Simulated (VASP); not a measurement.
# Pd (Fm-3m) in VASP: notebook

Runs on Pd. Level: LDA. Tasks: single point.

All numbers are computed with VASP 6.6.1; they aren't measurements. Logs are shortened: lines on timing, memory, paths and dates and some standing lists are left out, and cuts for length are marked.

## Step 1: The cell of the first run

Symmetry: Fm-3m, No. 225, cubic system. Conventional cell: a = 3.842 Å, b = 3.842 Å, c = 3.842 Å, α = 90.00°, β = 90.00°, γ = 90.00°. Within 3.6 Å of Pd (site symmetry m-3m) lie 12 Pd at 2.72 Å.

## Step 2: Single point, LDA

The input, INCAR:

```
SYSTEM = Pd
ALGO = Normal
EDIFF = 1E-6
ENCUT = 520
GGA = CA
ISIF = 2
ISMEAR = -1
LASPH = .True.
LCHARG = .False.
LREAL = .False.
LWAVE = .False.
NBANDS = 11
NELM = 100
PREC = Accurate
SIGMA = 0.1
```

The input, KPOINTS:

```
k-points
0
Gamma
  2 2 2
  0 0 0
```

The input, POSCAR:

```
Pd
1.0
    0.0000000000      1.9211411165      1.9211411165
    1.9211411165      0.0000000000      1.9211411165
    1.9211411165      1.9211411165      0.0000000000
Pd
1
Direct
    0.0000000000      0.0000000000      0.0000000000
```

Potentials or basis: VASP PAW LDA potentials, release 64 (Pd).

Command:

```
$ cat potpaw_LDA.64/Pd/POTCAR > POTCAR
$ mpirun -np 1 vasp_std > vasp.out
```

OUTCAR:

```text
SYSTEM = Pd
   EDIFF = 1E-6
   ENCUT = 520
   GGA = CA
   ISIF = 2
   ISMEAR = -1
   LASPH = .True.
   LREAL = .False.
   NELM = 100
   PREC = Accurate

 ion  position               nearest neighbor table
   1  0.000  0.000  0.000-

  LATTYP: Found a face centered cubic cell.
 ALAT       =     3.8422822330

  Lattice vectors:

 A1 = (   0.0000000000,   1.9211411165,   1.9211411165)
 A2 = (   1.9211411165,   0.0000000000,   1.9211411165)
 A3 = (   1.9211411165,   1.9211411165,   0.0000000000)

Analysis of symmetry for initial positions (statically):
[... 33 lines left out ...]
                                     Primitive cell

  volume of cell :      14.1810

  direct lattice vectors                    reciprocal lattice vectors
     0.000000000  1.921141117  1.921141117    -0.260261985  0.260261985  0.260261985
     1.921141117  0.000000000  1.921141117     0.260261985 -0.260261985  0.260261985
     1.921141117  1.921141117  0.000000000     0.260261985  0.260261985 -0.260261985

  length of vectors
     2.716903822  2.716903822  2.716903822     0.450786981  0.450786981  0.450786981

  position of ions in fractional coordinates (direct lattice)
     0.000000000  0.000000000  0.000000000

  ion indices of the primitive-cell ions
   primitive index   ion index
                 1           1

----------------------------------------------------------------------------------------

 KPOINTS: k-points

Automatic generation of k-mesh.
 Grid dimensions read from file:
 generate k-points for:    2    2    2

 Generating k-lattice:

  Cartesian coordinates                     Fractional coordinates (reciprocal lattice)
    -0.130130992  0.130130992  0.130130992     0.500000000  0.000000000  0.000000000
     0.130130992 -0.130130992  0.130130992     0.000000000  0.500000000  0.000000000
     0.130130992  0.130130992 -0.130130992     0.000000000  0.000000000  0.500000000

  Length of vectors
     0.225393490  0.225393490  0.225393490

  Shift w.r.t. Gamma in fractional coordinates (k-lattice)
     0.000000000  0.000000000  0.000000000

 Subroutine IBZKPT returns following result:
 ===========================================

 Found      3 irreducible k-points:

 Following reciprocal coordinates:
            Coordinates               Weight
  0.000000  0.000000  0.000000      1.000000
  0.500000  0.000000  0.000000      4.000000
  0.500000  0.500000  0.000000      3.000000
   k-points           NKPTS =      3   k-points in BZ     NKDIM =      3   number of bands    NBANDS=     11
   number of dos      NEDOS =    301   number of ions     NIONS =      1
   total plane-waves  NPLWV =   8000
   dimension x,y,z NGX =    20 NGY =   20 NGZ =   20
   dimension x,y,z NGXF=    40 NGYF=   40 NGZF=   40
   ions per type =               1
   NGX,Y,Z   is equivalent  to a cutoff of  12.24, 12.24, 12.24 a.u.
   NGXF,Y,Z  is equivalent  to a cutoff of  24.48, 24.48, 24.48 a.u.
 SYSTEM =  Pd
   PREC   = accura    normal or accurate (medium, high low for compatibility)
   ISTART =      0    job   : 0-new  1-cont  2-samecut
   ICHARG =      2    charge: 1-file 2-atom 10-const
   ISPIN  =      1    spin polarized calculation?
   LNONCOLLINEAR =      F non collinear calculations
   LSORBIT =      F    spin-orbit coupling
   LASPH  =      T    aspherical Exc in radial PAW
   ENCUT  =  520.0 eV  38.22 Ry    6.18 a.u.   5.05  5.05  5.05*2*pi/ulx,y,z
   NELM   =    100;   NELMIN=  2; NELMDL= -5     # of ELM steps
   EDIFF  = 0.1E-05   stopping-criterion for ELM
   LREAL  =      F    real-space projection
   EDIFFG = 0.1E-04   stopping-criterion for IOM
   NSW    =      0    number of steps for IOM
   IBRION =     -1    ionic relax: 0-MD 1-quasi-New 2-CG
   NFREE  =      0    steps in history (QN), initial steepest desc. (CG)
   ISIF   =      2    stress and relaxation
   ISYM   =      2    0-nonsym 1-usesym 2-fastsym
   POTIM  = 0.5000    time-step for ionic-motion
   TEBEG  =    0.0;   TEEND  =   0.0 temperature during run
   PSTRESS=    0.0 pullay stress
   NELECT =      10.0000    total number of electrons
   NUPDOWN=      -1.0000    fix difference up-down
   EMIN   =  10.00;   EMAX   =-10.00  energy-range for DOS
   EFERMI =   0.00;   METHOD = LEGACY
   ISMEAR =    -1;   SIGMA  =   0.10  broadening in eV -4-tet -1-fermi 0-gaus
   EFERMI_NEDOS =   21; number of points for ismear=-14 and -15
   IALGO  =     38    algorithm
   IMIX   =      4    mixing-type and parameters
     AMIX     =   0.40;   BMIX     =  1.00
     AMIX_MAG =   1.60;   BMIX_MAG =  1.00
  volume/ion in A,a.u.               =      14.18        95.70
  Fermi-wavevector in a.u.,A,eV,Ry     =   1.457154  2.753622 28.889235  2.123299
  Thomas-Fermi vector in A             =   2.573989
   LORBIT       =      0    0 simple, 1 ext, 2 COOP (PROOUT), +10 PAW based schemes
   GGA     = CA    functional components
   LHFCALC =     F    Hartree Fock is set to
   AEXX    =    0.0000 exact exchange contribution
   IVDW    =     0    specifies the selected vdW correction
   LEPSILON=     F    determine dielectric tensor
   LRPA    =     F    only Hartree local field effects (RPA)
 non-spin polarized calculation
  energy-cutoff  :      520.00
  volume of cell :       14.18
 maximum number of plane-waves:       392
   NGX = 11   NGY = 11   NGZ = 11

 number of electron      10.0000005 magnetization

 Free energy of the ion-electron system (eV)
  ---------------------------------------------------
  ext. energy  EPLUGINS =         0.00000000
  ---------------------------------------------------
  free energy    TOTEN  =        -2.98075976 eV

  energy without entropy =       -2.76035278  energy(sigma->0) =       -2.87055627

 E-fermi :  11.2018     XC(G=0): -13.6973

 val. band max:       11.1984524867   @ k =   0.5000   0.5000   0.0000
 cond. band min:      13.5357317264   @ k =   0.5000   0.5000   0.0000
 fundamental gap:      2.3372792397
 Fermi energy:        11.2018299669

 k-point     1 :       0.0000    0.0000    0.0000
  band No.  band energies     occupation
      1       2.7337      2.00000
      2       7.6796      2.00000
      3       7.6796      2.00000
      4       7.6796      2.00000
      5       9.5889      2.00000
      6       9.5889      2.00000
      7      27.2833      0.00000
      8      32.3880      0.00000
      9      32.3880      0.00000
     10      32.3880      0.00000
     11      37.2720      0.00000

 k-point     2 :       0.5000    0.0000    0.0000
  band No.  band energies     occupation
      1       4.8598      2.00000
      2       7.6702      2.00000
      3       7.6702      2.00000
      4      10.8847      1.91949
      5      10.8847      1.91949
      6      11.1578      1.21667
      7      18.1930      0.00000
      8      26.7270      0.00000
      9      31.6149      0.00000
     10      31.6149      0.00000
     11      37.3805      0.00000

 k-point     3 :       0.5000    0.5000    0.0000
  band No.  band energies     occupation
      1       4.8531      2.00000
      2       5.1366      2.00000
      3      10.9155      1.89202
      4      11.1985      1.01689
      5      11.1985      1.01689
      6      13.5357      0.00000
      7      21.7517      0.00000
      8      23.6023      0.00000
      9      23.6023      0.00000
     10      32.5617      0.00000
     11      32.8036      0.00000

------------------------ aborting loop because EDIFF is reached ----------------------------------------

  FORCE on cell =-STRESS in cart. coord.  units (eV):
  Direction    XX          YY          ZZ          XY          YZ          ZX
  --------------------------------------------------------------------------------------
  -------------------------------------------------------------------------------------
  Total        5.5589332      5.5589332      5.5589332     -0.0000000      0.0000000     -0.0000000
  in kB      628.0500304    628.0500304    628.0500304     -0.0000000      0.0000000     -0.0000000
  external PRESSURE =     628.0500304 kB  Pullay stress =       0.0000000 kB

 VOLUME and BASIS-vectors are now :
 -----------------------------------------------------------------------------
  energy-cutoff  :      520.00
  volume of cell :       14.18
      direct lattice vectors                 reciprocal lattice vectors
     0.000000000  1.921141117  1.921141117    -0.260261985  0.260261985  0.260261985
     1.921141117  0.000000000  1.921141117     0.260261985 -0.260261985  0.260261985
     1.921141117  1.921141117  0.000000000     0.260261985  0.260261985 -0.260261985

 POSITION                                       TOTAL-FORCE (eV/Angst)
 -----------------------------------------------------------------------------------
      0.00000      0.00000      0.00000         0.000000      0.000000      0.000000
 -----------------------------------------------------------------------------------
    total drift:                               -0.000000      0.000000      0.000000

  FREE ENERGIE OF THE ION-ELECTRON SYSTEM (eV)
  ---------------------------------------------------
  free  energy   TOTEN  =        -2.9807597604 eV

  energy  without entropy=       -2.7603527778  energy(sigma->0) =       -2.87055627
```

It took 2.2 s on 1 thread of Intel Xeon Platinum 8259CL at 2.50GHz (Skylake/Cascade Lake), shared host; peak memory 0.11 GiB.

Results:

```
Free energy            : -2.9808 eV
Pressure               : 62.8 GPa
Band gap on the k mesh : zero (band 5 reaches 11.20 eV, above the bottom of band 6 at 9.59 eV)
```

Caveat: the k points lie up to 1.42 Å⁻¹ apart.

## Step 3: Single point, LDA

The input, INCAR:

```
  PREC = Accurate
  ENCUT = 520
  EDIFF = 1E-7
  ISMEAR = -1
  SIGMA = 0.1
  LREAL = False
  LASPH = True
  NELM = 100
  ALGO = Normal
  ISIF = 2
  LWAVE = False
  LCHARG = False
  NBANDS = 11
```

The input, KPOINTS:

```
Automatic mesh
0
Gamma
  4 4 4
```

POSCAR is that of step 2.

Potentials or basis: VASP PAW LDA potentials, release 64 (Pd).

Command:

```
$ cat potpaw_LDA.64/Pd/POTCAR > POTCAR
$ mpirun -np 1 vasp_std > vasp.out
```

Wall time 2.1 s (1 thread of Intel Xeon Platinum 8259CL at 2.50GHz (Skylake/Cascade Lake), shared host); peak memory 0.11 GiB.

The run converged. Its results:

- Free energy: -6.6809 eV
- Pressure: 0.2 GPa
- Band gap on the k mesh: zero (band 5 reaches 10.70 eV, above the bottom of band 6 at 9.07 eV)

Levels at points of the mesh, in eV from the Fermi level:
```tsv
k point	band 2	band 3	band 4	band 5	band 6	band 7	band 8	band 9
(0.00, 0.00, 0.00)	-3.29	-3.29	-3.29	-1.52	-1.52	16.82	21.77	21.77
(0.50, 0.00, 0.00)	-3.34	-3.34	-0.23	-0.23	0.54	7.31	16.20	21.00
(0.50, 0.50, 0.00)	-5.73	-0.24	0.11	0.11	2.94	10.87	12.97	12.97
```

Caveat: the k points lie up to 0.71 Å⁻¹ apart.

## Step 4: Single point, LDA

The input, INCAR:

```
ALGO     = Normal         # electronic algorithm
EDIFF    = 1E-7           # SCF threshold, eV
ENCUT    = 520            # plane-wave cutoff, eV
ISIF     = 2              # what is computed and relaxed
ISMEAR   = -1             # smearing method
LASPH    = True           # aspherical terms in the spheres
LCHARG   = False          # write CHGCAR
LREAL    = False          # projectors in reciprocal space
LWAVE    = False          # write WAVECAR
NBANDS   = 11             # bands
NELM     = 60             # most SCF steps
PREC     = Accurate       # precision mode
SIGMA    = 0.1            # smearing width, eV
```

The input, KPOINTS:

```
k-points
0
Gamma
  5 5 5
```

POSCAR is that of step 3.

Command:

```
$ cat potpaw_LDA.64/Pd/POTCAR > POTCAR
$ mpirun -np 1 vasp_std > vasp.out
```

Run time: 2.3 s. Hardware: 1 thread of Intel Xeon Platinum 8259CL at 2.50GHz (Skylake/Cascade Lake), shared host; peak memory 0.11 GiB.

It converged, with:

```
Free energy            : -6.3763 eV
Pressure               : 3.2 GPa
Band gap on the k mesh : zero (band 5 reaches 10.32 eV, above the bottom of band 6 at 8.98 eV)
```

Levels at points of the mesh, in eV from the Fermi level:
```
           k point  band 2  band 3  band 4  band 5  band 6  band 7  band 8  band 9
(0.00, 0.00, 0.00)   -3.05   -3.05   -3.05   -1.30   -1.30   17.10   22.05   22.05
```

Caveat: the k points lie up to 0.57 Å⁻¹ apart.

## Step 5: Single point, LDA

The input, INCAR:

```
ALGO = Normal ; EDIFF = 1E-6
ENCUT = 520 ; GGA = CA
ISIF = 2 ; ISMEAR = -1
LASPH = True ; LCHARG = False
LREAL = False ; LWAVE = False
NBANDS = 11 ; NELM = 100
PREC = Accurate ; SIGMA = 0.1
```

The input, KPOINTS:

```
k-points
0
Gamma
  7 7 7
```

POSCAR is that of step 4.

Potentials or basis: VASP PAW LDA potentials, release 64 (Pd).

Command:

```
$ cat potpaw_LDA.64/Pd/POTCAR > POTCAR
$ mpirun -np 1 vasp_std > vasp.out
```

OUTCAR:

```text
EDIFF = 1E-6
   ENCUT = 520
   GGA = CA
   ISIF = 2
   ISMEAR = -1
   LASPH = True
   LREAL = False
   NELM = 100
   PREC = Accurate

 ion  position               nearest neighbor table
   1  0.000  0.000  0.000-

  LATTYP: Found a face centered cubic cell.
 ALAT       =     3.8422822330

  Lattice vectors:

 A1 = (   0.0000000000,   1.9211411165,   1.9211411165)
 A2 = (   1.9211411165,   0.0000000000,   1.9211411165)
 A3 = (   1.9211411165,   1.9211411165,   0.0000000000)
[... 450 lines left out ...]
      9      24.2485      0.00000
     10      33.8937      0.00000
     11      36.0086      0.00000

------------------------ aborting loop because EDIFF is reached ----------------------------------------

  FORCE on cell =-STRESS in cart. coord.  units (eV):
  Direction    XX          YY          ZZ          XY          YZ          ZX
  --------------------------------------------------------------------------------------
  -------------------------------------------------------------------------------------
  Total        0.0343328      0.0343328      0.0343328     -0.0000000      0.0000000     -0.0000000
  in kB        3.8789275      3.8789275      3.8789275     -0.0000000      0.0000000     -0.0000000
  external PRESSURE =       3.8789275 kB  Pullay stress =       0.0000000 kB

 VOLUME and BASIS-vectors are now :
 -----------------------------------------------------------------------------
  energy-cutoff  :      520.00
  volume of cell :       14.18
      direct lattice vectors                 reciprocal lattice vectors
     0.000000000  1.921141117  1.921141117    -0.260261985  0.260261985  0.260261985
     1.921141117  0.000000000  1.921141117     0.260261985 -0.260261985  0.260261985
     1.921141117  1.921141117  0.000000000     0.260261985  0.260261985 -0.260261985

 POSITION                                       TOTAL-FORCE (eV/Angst)
 -----------------------------------------------------------------------------------
      0.00000      0.00000      0.00000         0.000000      0.000000     -0.000000
 -----------------------------------------------------------------------------------
    total drift:                                0.000000      0.000000     -0.000000

  FREE ENERGIE OF THE ION-ELECTRON SYSTEM (eV)
  ---------------------------------------------------
  free  energy   TOTEN  =        -6.5377402574 eV

  energy  without entropy=       -6.4691905004  energy(sigma->0) =       -6.50346538
```

OSZICAR:

```text
N       E                     dE             d eps       ncg     rms          rms(c)
DAV:   1     0.404787245772E+02    0.40479E+02   -0.52587E+03   448   0.866E+02
DAV:   2    -0.631044600806E+01   -0.46789E+02   -0.45110E+02   497   0.180E+02
DAV:   3    -0.688027613748E+01   -0.56983E+00   -0.56799E+00   538   0.212E+01
DAV:   4    -0.688240295604E+01   -0.21268E-02   -0.21264E-02   529   0.138E+00
DAV:   5    -0.688242504745E+01   -0.22091E-04   -0.22092E-04   595   0.135E-01    0.916E+00
DAV:   6    -0.655958464407E+01    0.32284E+00   -0.12063E+00   542   0.908E+00    0.433E+00
DAV:   7    -0.654303061579E+01    0.16554E-01   -0.20204E-02   573   0.105E+00    0.218E+00
DAV:   8    -0.653793884645E+01    0.50918E-02   -0.45724E-03   539   0.705E-01    0.198E-01
DAV:   9    -0.653774290269E+01    0.19594E-03   -0.11655E-03   556   0.295E-01    0.404E-02
DAV:  10    -0.653774115440E+01    0.17483E-05   -0.17979E-05   549   0.387E-02    0.141E-02
DAV:  11    -0.653774025744E+01    0.89695E-06   -0.48241E-06   551   0.196E-02
   1 F= -.65377403E+01 E0= -.65034654E+01  d E =-.685498E-01
```

Wall time 3.1 s (1 thread of Intel Xeon Platinum 8259CL at 2.50GHz (Skylake/Cascade Lake), shared host); peak memory 0.11 GiB.

What came out:

```
Free energy            : -6.5377 eV
Pressure               : 0.4 GPa
Band gap on the k mesh : zero (band 5 reaches 10.46 eV, above the bottom of band 6 at 8.92 eV)
```

Caveat: the k points lie up to 0.40 Å⁻¹ apart.

## Step 6: Overview

```csv
k mesh,gap on the mesh (eV),pressure (GPa)
2 × 2 × 2,none,62.8
4 × 4 × 4,none,0.2
5 × 5 × 5,none,3.2
7 × 7 × 7,none,0.4
```

Alike in all rows: task single point; level LDA; potentials or basis VASP PAW LDA potentials, release 64 (Pd); no spin polarisation; cell as given; cutoff (eV) 520; smearing fermi-dirac 0.1 eV.

Caveats: all runs use coarse meshes.

Absolute energies hang on the potentials; compare differences alone.
